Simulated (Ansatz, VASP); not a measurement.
Two plane-wave programs on As

The input INCAR:

```
ALGO = Normal ; EDIFF = 1E-7
ENCUT = 520 ; GGA = PE
ISIF = 2 ; ISMEAR = -1
LASPH = True ; LCHARG = False
LREAL = False ; LWAVE = False
NBANDS = 8 ; NELM = 100
PREC = Accurate ; SIGMA = 0.1
```

File KPOINTS:

```
k-points
0
Gamma
  21 21 21
```

POSCAR

```
As
1.0
    0.0000000000      2.2125219847      2.2125219847
    2.2125219847      0.0000000000      2.2125219847
    2.2125219847      2.2125219847      0.0000000000
As
1
Direct
    0.0000000000      0.0000000000      0.0000000000
```

Input for Ansatz:

```yaml
crystal:
  lattice:
    - [0.0, 2.2125219847, 2.2125219847]
    - [2.2125219847, 0.0, 2.2125219847]
    - [2.2125219847, 2.2125219847, 0.0]
  atoms:
    - { symbol: As, position: [0.0, 0.0, 0.0] }
hamiltonian:
  xc: pbe
  pseudopotentials:
    kind: paw
    azcp:
      As: "pseudopotentials/As.paw.azcp"
basis:
  ecutwfc: 420
  fft_grid_basis: typed
kpoints:
  mp_grid: { grid: [21, 21, 21], shift: [0, 0, 0] }
magnetization:
  spin_polarized: false
scf:
  occupations: { method: fermi_dirac, width: 0.1 }
output:
  stress: true
```

Alike in both runs: task single point; functional PBE; k mesh 21 × 21 × 21; occupations fermi-dirac, width 0.1 eV; no spin polarisation.

|  | VASP | Ansatz |
| --- | --- | --- |
| version | VASP 6.6.1 | Ansatz 0.2.0 |
| potentials or method | VASP PAW PBE potentials, release 64 (As), cutoff 520 eV | plane waves (420 eV) with PAW, scalar-relativistic |
| valence electrons in the cell | 5 | 15 |

```tsv
	VASP	Ansatz	Ansatz less VASP
pressure (GPa)	-7.1	-7.1	+0.01
```

VASP's potentials hold 5 valence electrons a cell and Ansatz's 15, so a difference there can come from the potentials and not from the codes.
